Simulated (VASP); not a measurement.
Set up this calculation in VASP 6.6.1, as the native input.

```
Task                   : dielectric tensor
Functional             : PBEsol
Potentials or basis    : VASP PAW PBE potentials, release 64 (Ga_d, As)
Cutoff                 : 520 eV
k mesh                 : 6 × 6 × 6
Occupations            : gaussian, width 0.01 eV
Spin                   : no spin polarisation
Dipole correction      : no
Further INCAR settings : ALGO = Normal; EDIFF = 1e-08
```

The structure of GaAs lies in POSCAR:

```
GaAs
1.0
    0.0000000000      2.8268500000      2.8268500000
    2.8268500000      0.0000000000      2.8268500000
    2.8268500000      2.8268500000      0.0000000000
Ga As
1 1
Direct
    0.0000000000      0.0000000000      0.0000000000
    0.2500000000      0.2500000000      0.2500000000
```

One way to write it, as run:

INCAR

```
SYSTEM = GaAs
  ALGO = Normal
  EDIFF = 1E-8
  ENCUT = 520
  GGA = PS
  ISIF = 2
  ISMEAR = 0
  LASPH = .True.
  LCHARG = .False.
  LEPSILON = .True.
  LREAL = .False.
  LWAVE = .False.
  NELM = 60
  PREC = Accurate
  SIGMA = 0.01
```

KPOINTS

```
k-points
0
Gamma
  6 6 6
  0 0 0
```

Potentials or basis: VASP PAW PBE potentials, release 64 (Ga_d, As).

Run with:

```console
$ cat potpaw_PBE.64/Ga_d/POTCAR potpaw_PBE.64/As/POTCAR > POTCAR
$ mpirun -np 1 vasp_std > vasp.out
```

Results of the run:

```json
{
 "Band gap on the k mesh": "0.45 eV, direct",
 "Electronic dielectric tensor (diagonal)": "69.04",
 "Born charges (mean of the diagonal)": "Ga +2.63; As -2.63 e"
}
```

Caveat: the gap is small at this level, which inflates the dielectric constant.

It took 110 s on 1 thread of Intel(R) Xeon(R) 6975P-C (Granite Rapids), with other jobs on the host, peak memory 0.22 GiB.
